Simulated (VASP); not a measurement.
Crystal: BiTe.

```
Bi Te
1.0
     0.00000    3.20232    3.20232
     3.20232    0.00000    3.20232
     3.20232    3.20232    0.00000
Bi Te
1 1
Direct
  0.00000 0.00000 0.00000
  0.50000 0.50000 0.50000
```

- Program: VASP 6.6.1
- Task: relaxation of cell and atoms
- Functional: PBE
- Potentials or basis: VASP PAW PBE potentials, release 64 (Bi_d, Te)
- Cutoff: 600 eV
- k mesh: 9 × 9 × 9
- Occupations: fermi-dirac, width 0.05 eV
- Spin: no spin polarisation

At the start: pressure 2.4 GPa; volume 32.84 Å³/atom.

**Question.** Where does the relaxation end?

**Answer.** Over 3 steps the energy falls by 10.7 meV/atom and the volume is 34.36 Å³/atom (+4.6 %); space group Fm-3m (No. 225, to 0.05 Å).

The path:
| step | energy change (eV) | largest force (eV/Å) | pressure (GPa) | volume (Å³) |
| --- | --- | --- | --- | --- |
| 1 | 0.0000 | 0.0000 | 2.37 | 65.68 |
| 2 | -0.0157 | 0.0000 | -1.07 | 70.40 |
| 3 | -0.0215 | 0.0000 | 0.00 | 68.71 |

Final structure:
```yaml
crystal:
  lattice:
    - [0.00000, 3.25090, 3.25090]
    - [3.25090, 0.00000, 3.25090]
    - [3.25090, 3.25090, 0.00000]
  atoms:
    - { symbol: Bi, position: [0.00000, 0.00000, 0.00000] }
    - { symbol: Te, position: [0.50000, 0.50000, 0.50000] }
```
